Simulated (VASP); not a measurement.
# O (P6_3/mmc) in VASP: single point with PBEsol

Aim: the single point of O with PBEsol.

All numbers are computed with VASP 6.6.1; they aren't measurements. Logs are shortened: lines on timing, memory, paths and dates and some standing lists are left out, and cuts for length are marked.

### 1 The cell of the first run

It takes space group P6_3/mmc (No. 194, hexagonal). Conventional cell: a = 3.486 Å, b = 3.486 Å, c = 4.178 Å, α = 90.00°, β = 90.00°, γ = 120.00°. Within 3.8 Å of O (site symmetry -6m2) lie 12 O at 2.90 to 3.49 Å.

### 2 Single point, PBEsol

INCAR reads:

```
PREC = Accurate
ENCUT = 520
EDIFF = 1E-6
ISMEAR = -1
SIGMA = 0.1
LREAL = F
LASPH = T
NELM = 60
ALGO = Normal
ISIF = 2
LWAVE = F
LCHARG = F
GGA = PS
NBANDS = 13
```

KPOINTS reads:

```
Automatic mesh
0
Gamma
  6 6 4
```

POSCAR reads:

```
O
1.0
    3.4863780000      0.0000000000      0.0000000000
   -1.7431890000      3.0192920000      0.0000000000
    0.0000000000      0.0000000000      4.1780410000
O
2
Direct
    0.6666666667      0.3333333333      0.2500000000
    0.3333333333      0.6666666667      0.7500000000
```

Potentials or basis: VASP PAW PBE potentials, release 64 (O).

Command:

```bash
$ cat potpaw_PBE.64/O/POTCAR > POTCAR
$ mpirun -np 1 vasp_std > vasp.out
```

OUTCAR:

```text
PREC = Accurate
   ENCUT = 520
   EDIFF = 1E-6
   ISMEAR = -1
   LREAL = F
   LASPH = T
   NELM = 60
   ISIF = 2
   GGA = PS

 ion  position               nearest neighbor table
   1  0.667  0.333  0.250-
   2  0.333  0.667  0.750-

  LATTYP: Found a hexagonal cell.
 ALAT       =     3.4863780000
 C/A-ratio  =     1.1983901344

  Lattice vectors:

 A1 = (   3.4863780000,   0.0000000000,   0.0000000000)
 A2 = (  -1.7431890000,   3.0192920000,   0.0000000000)
 A3 = (   0.0000000000,   0.0000000000,   4.1780410000)

Analysis of symmetry for initial positions (statically):
=====================================================================
 Subroutine PRICEL returns:
 Original cell was already a primitive cell.

 Routine SETGRP: Setting up the symmetry group for a
 hexagonal supercell.

 Subroutine GETGRP returns: Found 24 space group operations
 (whereof 12 operations were pure point group operations)
 out of a pool of 24 trial point group operations.

The static configuration has the point symmetry D_3d.
 The point group associated with its full space group is D_6h.

Analysis of symmetry for dynamics (positions and initial velocities):
=====================================================================
 Subroutine PRICEL returns:
 Original cell was already a primitive cell.

 Routine SETGRP: Setting up the symmetry group for a
 hexagonal supercell.

 Subroutine GETGRP returns: Found 24 space group operations
 (whereof 12 operations were pure point group operations)
 out of a pool of 24 trial point group operations.

The dynamic configuration has the point symmetry D_3d.
 The point group associated with its full space group is D_6h.

 Subroutine INISYM returns: Found 24 space group operations
 (whereof 12 operations are pure point group operations),
 and found     1 'primitive' translations

----------------------------------------------------------------------------------------

                                     Primitive cell

  volume of cell :      43.9797

  direct lattice vectors                    reciprocal lattice vectors
     3.486378000  0.000000000  0.000000000     0.286830631  0.165601737  0.000000000
    -1.743189000  3.019292000  0.000000000     0.000000000  0.331203474  0.000000000
     0.000000000  0.000000000  4.178041000     0.000000000  0.000000000  0.239346622

  length of vectors
     3.486378000  3.486378073  4.178041000     0.331203481  0.331203474  0.239346622

  position of ions in fractional coordinates (direct lattice)
     0.666666667  0.333333333  0.250000000
     0.333333333  0.666666667  0.750000000

  ion indices of the primitive-cell ions
   primitive index   ion index
                 1           1
                 2           2

----------------------------------------------------------------------------------------

 KPOINTS: Automatic mesh

Automatic generation of k-mesh.
 Grid dimensions read from file:
 generate k-points for:    6    6    4

 Generating k-lattice:

  Cartesian coordinates                     Fractional coordinates (reciprocal lattice)
     0.047805105  0.027600290  0.000000000     0.166666667 -0.000000000  0.000000000
     0.000000000  0.055200579  0.000000000     0.000000000  0.166666667  0.000000000
     0.000000000  0.000000000  0.059836656     0.000000000  0.000000000  0.250000000

  Length of vectors
     0.055200580  0.055200579  0.059836656

  Shift w.r.t. Gamma in fractional coordinates (k-lattice)
     0.000000000  0.000000000  0.000000000

 Subroutine IBZKPT returns following result:
 ===========================================

 Found     21 irreducible k-points:

 Following reciprocal coordinates:
            Coordinates               Weight
  0.000000  0.000000  0.000000      1.000000
  0.166667  0.000000  0.000000      6.000000
  0.333333  0.000000  0.000000      6.000000
  0.500000  0.000000  0.000000      3.000000
  0.166667  0.166667  0.000000      6.000000
  0.333333  0.166667  0.000000     12.000000
[... 13 lines left out ...]
  0.333333  0.166667  0.500000     12.000000
  0.333333  0.333333  0.500000      2.000000
   k-points           NKPTS =     21   k-points in BZ     NKDIM =     21   number of bands    NBANDS=     13
   number of dos      NEDOS =    301   number of ions     NIONS =      2
   total plane-waves  NPLWV =  25088
   dimension x,y,z NGX =    28 NGY =   28 NGZ =   32
   dimension x,y,z NGXF=    56 NGYF=   56 NGZF=   64
   ions per type =               2
   NGX,Y,Z   is equivalent  to a cutoff of  13.35, 13.35, 12.73 a.u.
   NGXF,Y,Z  is equivalent  to a cutoff of  26.70, 26.70, 25.47 a.u.
 SYSTEM =  unknown system
   PREC   = accura    normal or accurate (medium, high low for compatibility)
   ISTART =      0    job   : 0-new  1-cont  2-samecut
   ICHARG =      2    charge: 1-file 2-atom 10-const
   ISPIN  =      1    spin polarized calculation?
   LNONCOLLINEAR =      F non collinear calculations
   LSORBIT =      F    spin-orbit coupling
   LASPH  =      T    aspherical Exc in radial PAW
   ENCUT  =  520.0 eV  38.22 Ry    6.18 a.u.   6.48  6.48  7.77*2*pi/ulx,y,z
   NELM   =     60;   NELMIN=  2; NELMDL= -5     # of ELM steps
   EDIFF  = 0.1E-05   stopping-criterion for ELM
   LREAL  =      F    real-space projection
   EDIFFG = 0.1E-04   stopping-criterion for IOM
   NSW    =      0    number of steps for IOM
   IBRION =     -1    ionic relax: 0-MD 1-quasi-New 2-CG
   NFREE  =      0    steps in history (QN), initial steepest desc. (CG)
   ISIF   =      2    stress and relaxation
   ISYM   =      2    0-nonsym 1-usesym 2-fastsym
   POTIM  = 0.5000    time-step for ionic-motion
   TEBEG  =    0.0;   TEEND  =   0.0 temperature during run
   PSTRESS=    0.0 pullay stress
   NELECT =      12.0000    total number of electrons
   NUPDOWN=      -1.0000    fix difference up-down
   EMIN   =  10.00;   EMAX   =-10.00  energy-range for DOS
   EFERMI =   0.00;   METHOD = LEGACY
   ISMEAR =    -1;   SIGMA  =   0.10  broadening in eV -4-tet -1-fermi 0-gaus
   EFERMI_NEDOS =   21; number of points for ismear=-14 and -15
   IALGO  =     38    algorithm
   IMIX   =      4    mixing-type and parameters
     AMIX     =   0.40;   BMIX     =  1.00
     AMIX_MAG =   1.60;   BMIX_MAG =  1.00
  volume/ion in A,a.u.               =      21.99       148.39
  Fermi-wavevector in a.u.,A,eV,Ry     =   1.061821  2.006550 15.340066  1.127463
  Thomas-Fermi vector in A             =   2.197250
   LORBIT       =      0    0 simple, 1 ext, 2 COOP (PROOUT), +10 PAW based schemes
   GGA     = PS    functional components
   LHFCALC =     F    Hartree Fock is set to
   AEXX    =    0.0000 exact exchange contribution
   IVDW    =     0    specifies the selected vdW correction
   LEPSILON=     F    determine dielectric tensor
   LRPA    =     F    only Hartree local field effects (RPA)
 non-spin polarized calculation
  energy-cutoff  :      520.00
  volume of cell :       43.98
 maximum number of plane-waves:      1204
 NGX is ok and might be reduce to    28
   NGX = 13   NGY = 13   NGZ = 15

 number of electron      11.9999999 magnetization

 Free energy of the ion-electron system (eV)
  ---------------------------------------------------
  ext. energy  EPLUGINS =         0.00000000
  ---------------------------------------------------
  free energy    TOTEN  =        -2.46762682 eV

  energy without entropy =       -2.23012768  energy(sigma->0) =       -2.34887725

 E-fermi :  -5.6425     XC(G=0):  -7.2059

 val. band max:       -5.6528253467   @ k =   0.0000   0.0000   0.5000
 cond. band min:      -5.5922720534   @ k =   0.1667   0.0000   0.0000
 fundamental gap:      0.0605532933
 Fermi energy:        -5.6424977912

 k-point     1 :       0.0000    0.0000    0.0000
  band No.  band energies     occupation
      1     -21.3699      2.00000
      2     -20.5304      2.00000
      3      -7.0086      2.00000
      4      -5.9246      1.88756
      5      -5.9246      1.88756
      6      -5.3865      0.14346
      7      -5.3865      0.14346
      8      -5.1077      0.00947
      9       3.3437      0.00000
     10       8.8307      0.00000
     11      11.7279      0.00000
     12      14.5920      0.00000
     13      14.5920      0.00000

 k-point     2 :       0.1667    0.0000    0.0000
  band No.  band energies     occupation
      1     -21.2960      2.00000
      2     -20.5541      2.00000
      3      -6.8818      1.99999
      4      -6.1076      1.98108
      5      -6.0239      1.95685
      6      -5.5923      0.75402
      7      -5.3569      0.10880
      8      -5.2073      0.02544
      9       3.9800      0.00000
     10       9.2514      0.00000
     11      11.7079      0.00000
     12      12.0361      0.00000
     13      14.7608      0.00000

 k-point     3 :       0.3333    0.0000    0.0000
  band No.  band energies     occupation
      1     -21.1155      2.00000
      2     -20.6315      2.00000
      3      -6.5593      1.99979
      4      -6.5225      1.99970
      5      -6.1912      1.99175
      6      -5.8883      1.84233
      7      -5.4738      0.31222
      8      -5.3273      0.08202
      9       5.5149      0.00000
     10       9.4770      0.00000
     11      10.0837      0.00000
     12      11.6524      0.00000
     13      14.4726      0.00000
[... 257 lines left out ...]
 k-point    20 :       0.3333    0.1667    0.5000
  band No.  band energies     occupation
      1     -20.8370      2.00000
      2     -20.8370      2.00000
      3      -6.9792      2.00000
      4      -6.9792      2.00000
      5      -5.9794      1.93347
      6      -5.9794      1.93347
      7      -5.2586      0.04214
      8      -5.2586      0.04214
      9       8.1018      0.00000
     10       8.1018      0.00000
     11      10.2322      0.00000
     12      10.2322      0.00000
     13      13.4331      0.00000

 k-point    21 :       0.3333    0.3333    0.5000
  band No.  band energies     occupation
      1     -20.8212      2.00000
      2     -20.8212      2.00000
      3      -6.9596      2.00000
      4      -6.9596      2.00000
      5      -6.1686      1.98967
      6      -6.1686      1.98967
      7      -5.1836      0.02013
      8      -5.1836      0.02013
      9       8.6852      0.00000
     10       8.6852      0.00000
     11      10.2416      0.00000
     12      10.2416      0.00000
     13      12.1155      0.00000

------------------------ aborting loop because EDIFF is reached ----------------------------------------

  FORCE on cell =-STRESS in cart. coord.  units (eV):
  Direction    XX          YY          ZZ          XY          YZ          ZX
  --------------------------------------------------------------------------------------
  -------------------------------------------------------------------------------------
  Total       -2.4673482     -2.4673483     -5.0704344      0.0000000      0.0000000      0.0000000
  in kB      -89.8853127    -89.8853178   -184.7155520      0.0000000      0.0000000      0.0000000
  external PRESSURE =    -121.4953942 kB  Pullay stress =       0.0000000 kB

 VOLUME and BASIS-vectors are now :
 -----------------------------------------------------------------------------
  energy-cutoff  :      520.00
  volume of cell :       43.98
      direct lattice vectors                 reciprocal lattice vectors
     3.486378000  0.000000000  0.000000000     0.286830631  0.165601737  0.000000000
    -1.743189000  3.019292000  0.000000000     0.000000000  0.331203474  0.000000000
     0.000000000  0.000000000  4.178041000     0.000000000  0.000000000  0.239346622

 POSITION                                       TOTAL-FORCE (eV/Angst)
 -----------------------------------------------------------------------------------
      1.74319      1.00643      1.04451         0.000000     -0.000000      0.000000
     -0.00000      2.01286      3.13353        -0.000000      0.000000      0.000000
 -----------------------------------------------------------------------------------
    total drift:                                0.000000     -0.000000      0.000000

  FREE ENERGIE OF THE ION-ELECTRON SYSTEM (eV)
  ---------------------------------------------------
  free  energy   TOTEN  =        -2.4676268249 eV

  energy  without entropy=       -2.2301276820  energy(sigma->0) =       -2.34887725
```

Run time: 7.6 s. Hardware: 1 thread of Intel Xeon Platinum 8259CL at 2.50GHz (Skylake/Cascade Lake), shared host; peak memory 0.15 GiB.

What came out:

| Property | Result |
| --- | --- |
| Free energy | -2.4676 eV |
| Pressure | -12.1 GPa |
| Band gap on the k mesh | zero (band 6 reaches -5.39 eV, above the bottom of band 7 at -5.99 eV) |

Stress tensor (GPa, compression positive):
```
 -8.99   0.00   0.00
  0.00  -8.99   0.00
  0.00   0.00 -18.47
```

Caveat: the k points lie up to 0.38 Å⁻¹ apart; the PAW data sets were made with another functional, which shifts forces and pressure a little.
